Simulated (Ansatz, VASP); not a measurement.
**Ir in VASP and in Ansatz**

Contents of INCAR:

```
  PREC = Accurate
  ENCUT = 520
  EDIFF = 1E-6
  ISMEAR = -1
  SIGMA = 0.08
  LREAL = F
  LASPH = T
  NELM = 100
  ALGO = Normal
  ISIF = 2
  LWAVE = F
  LCHARG = T
  GGA = PS
  LELF = T
  LVHAR = T
  NBANDS = 10
```

Contents of KPOINTS:

```
Automatic mesh
0
Gamma
  19 19 19
```

Contents of POSCAR:

```
Ir
1.0
    0.0000000000      1.7169685622      1.7169685622
    1.7169685622      0.0000000000      1.7169685622
    1.7169685622      1.7169685622      0.0000000000
Ir
1
Direct
    0.0000000000      0.0000000000      0.0000000000
```

Input for Ansatz:

```yaml
crystal:
  lattice:
    - [0.0, 1.7169685622, 1.7169685622]
    - [1.7169685622, 0.0, 1.7169685622]
    - [1.7169685622, 1.7169685622, 0.0]
  atoms:
    - { symbol: Ir, position: [0.0, 0.0, 0.0] }
kpoints:
  mp_grid: { grid: [19, 19, 19] }
scf:
  occupations: { method: fermi_dirac, width: 0.08 }
hamiltonian:
  xc: pbesol
  pseudopotentials: { kind: all_electron, lapw: { basis_error: 0.001 } }
output:
  forces: true
  stress: true
  eigenvalues: true
  populations: true
```

Change from the starting cell: volume scaled by 0.72, LAPW.

Alike in both runs: task single point; functional PBEsol; k mesh 19 × 19 × 19; occupations fermi-dirac, width 0.08 eV; no spin polarisation.

|  | VASP | Ansatz |
| --- | --- | --- |
| version | VASP 6.6.1 | Ansatz 0.2.0 |
| potentials or method | VASP PAW PBE potentials, release 64 (Ir), cutoff 520 eV | all-electron LAPW, scalar-relativistic |

Ansatz gave:

| Item | Value |
| --- | --- |
| pressure (GPa) | 281.6 |

Estimate VASP's values.

pressure (GPa): 290.9.

VASP's potentials were made for PBE, not for PBEsol. Both programs put the cell under a high pressure, so it lies far from rest at this level. Ansatz ran all-electron here, and VASP with PAW potentials.

Spin-orbit coupling is off throughout. Noted on VASP's run: the cell as given lies far from equilibrium.
